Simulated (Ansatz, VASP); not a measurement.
## One calculation of Rh, two programs

File INCAR:

```
SYSTEM = Rh
PREC = Accurate ; ENCUT = 520
EDIFF = 1E-6 ; ISMEAR = 0
SIGMA = 0.15 ; LREAL = .False.
LASPH = .True. ; NELM = 100
ALGO = Fast ; ISIF = 2
LWAVE = .False. ; LCHARG = .True.
LELF = .True. ; LVHAR = .True.
NBANDS = 38
```

KPOINTS

```
Automatic mesh
0
Gamma
  18 18 6
  0 0 0
```

Contents of POSCAR:

```
Rh
1.0
    2.7104000000      0.0000000000      0.0000000000
   -1.3552000000      2.3472752544      0.0000000000
    0.0000000000      0.0000000000      8.6668814394
Rh
4
Direct
    0.0000000000      0.0000000000      0.0000000000
    0.3333333333      0.6666666667      0.2500000000
    0.0000000000      0.0000000000      0.5000000000
    0.6666666667      0.3333333333      0.7500000000
```

Input for Ansatz:

```yaml
crystal:
  lattice:
    - [2.7104, 0.0, 0.0]
    - [-1.3552, 2.3472752544, 0.0]
    - [0.0, 0.0, 8.6668814394]
  atoms:
    - { symbol: Rh, position: [0.0, 0.0, 0.0] }
    - { symbol: Rh, position: [0.3333333333, 0.6666666667, 0.25] }
    - { symbol: Rh, position: [0.0, 0.0, 0.5] }
    - { symbol: Rh, position: [0.6666666667, 0.3333333333, 0.75] }
basis:
  ecutwfc: 420
kpoints:
  mp_grid: { grid: [18, 18, 6] }
hamiltonian:
  xc: lda
  pseudopotentials: { kind: paw, azcp: { folder: soft_1 } }
scf:
  occupations: { method: gaussian, width: 0.15 }
output:
  forces: true
  stress: true
  eigenvalues: true
  write_density: true
  write_potential: true
  elf: true
  volumetric_format: npy
```

Alike in both runs: task single point; functional LDA; k mesh 18 × 18 × 6; occupations gaussian, width 0.15 eV; no spin polarisation.

```csv
,VASP,Ansatz
version,VASP 6.6.1,Ansatz 0.2.0
potentials or method,"VASP PAW LDA potentials, release 64 (Rh_pv), cutoff 520 eV","scalar-relativistic, plane waves, PAW"
valence electrons in the cell,60,68
```

```csv
,VASP,Ansatz,Ansatz less VASP
gap on the k mesh at the Fermi level (eV),none,none,-
pressure (GPa),-10.4,-11.1,-0.66
"traceless stress, the component that is largest in VASP (GPa)",4.23,4.22,-0.008
```

Ansatz warns that its potentials were made for another functional, while VASP's fit it. LDA's correlation is that of Perdew and Zunger in VASP and of Perdew and Wang (1992) in Ansatz. A gap of «none» marks a metal or a gap that the smearing closes. VASP's potentials hold 60 valence electrons a cell and Ansatz's 68, so a difference there can come from the potentials and not from the codes.
